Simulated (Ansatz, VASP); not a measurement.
# One calculation of V, two programs

The input INCAR:

```
ALGO = Normal ; EDIFF = 1E-6
ENCUT = 520 ; GGA = PE
ISIF = 2 ; ISMEAR = 1
LASPH = True ; LCHARG = True
LELF = True ; LREAL = False
LVHAR = True ; LWAVE = False
NBANDS = 12 ; NELM = 100
PREC = Accurate ; SIGMA = 0.6
```

The input KPOINTS:

```
k-points
0
Gamma
  15 15 15
```

POSCAR

```
V
1.0
   -1.4991761207      1.4991761207      1.4991761207
    1.4991761207     -1.4991761207      1.4991761207
    1.4991761207      1.4991761207     -1.4991761207
V
1
Direct
    0.0000000000      0.0000000000      0.0000000000
```

Input for Ansatz:

```yaml
crystal:
  lattice:
    - [-1.4991761207, 1.4991761207, 1.4991761207]
    - [1.4991761207, -1.4991761207, 1.4991761207]
    - [1.4991761207, 1.4991761207, -1.4991761207]
  atoms:
    - { symbol: V, position: [0.0, 0.0, 0.0] }
hamiltonian:
  xc: pbe
  pseudopotentials:
    kind: paw
    azcp:
      V: "pseudopotentials/V.paw.azcp"
basis:
  ecutwfc: 420
  fft_grid_basis: typed
kpoints:
  mp_grid: { grid: [15, 15, 15], shift: [0, 0, 0] }
magnetization:
  spin_polarized: false
scf:
  occupations: { method: methfessel_paxton, width: 0.6 }
  lower_state_search: "off"
output:
  stress: true
```

Alike in both runs: task single point; functional PBE; k mesh 15 × 15 × 15; occupations methfessel-paxton of order 1, width 0.6 eV; no spin polarisation.

|  | VASP | Ansatz |
| --- | --- | --- |
| version | VASP 6.6.1 | Ansatz 0.2.0 |
| potentials or method | VASP PAW PBE potentials, release 64 (V_sv), cutoff 520 eV | plane waves (420 eV) with PAW, scalar-relativistic |
| valence electrons in the cell | 13 | 13 |

Ansatz gave:

- pressure (GPa): -0.2

Q: Which values does VASP return?

A: Pressure (GPa): 0.0.

With one functional, cell and mesh, what is left measures potentials, basis and numerics.
